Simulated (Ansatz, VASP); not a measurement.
One calculation of MgS, two programs

```xyz
2
Lattice="0.0000 2.8309 2.8309 2.8309 0.0000 2.8309 2.8309 2.8309 0.0000" Properties=species:S:1:pos:R:3 pbc="T T T"
Mg    0.0000    0.0000    0.0000
S     1.4154    1.4154    1.4154
```

Alike in both runs: task single point; functional HSE06; k mesh 6 × 6 × 6; no spin polarisation.

```csv
,VASP,Ansatz
version,VASP 6.6.1,Ansatz 0.2.0
potentials or method,"VASP PAW PBE potentials, release 64 (Mg, S)","plane waves, PAW"
plane-wave cutoff (eV),520,420
occupations,"gaussian, width 0.01 eV",fixed
valence electrons in the cell,8,16
```

|  | VASP | Ansatz | Ansatz less VASP |
| --- | --- | --- | --- |
| gap on the k mesh at the Fermi level (eV) | 4.51 | 4.53 | +0.017 |
| pressure (GPa) | -0.1 | 0.0 | +0.18 |

VASP's potentials hold 8 valence electrons a cell and Ansatz's 16, so a difference there can come from the potentials and not from the codes. Ansatz's warnings: stress exchange threshold loose, stress scf threshold loose.
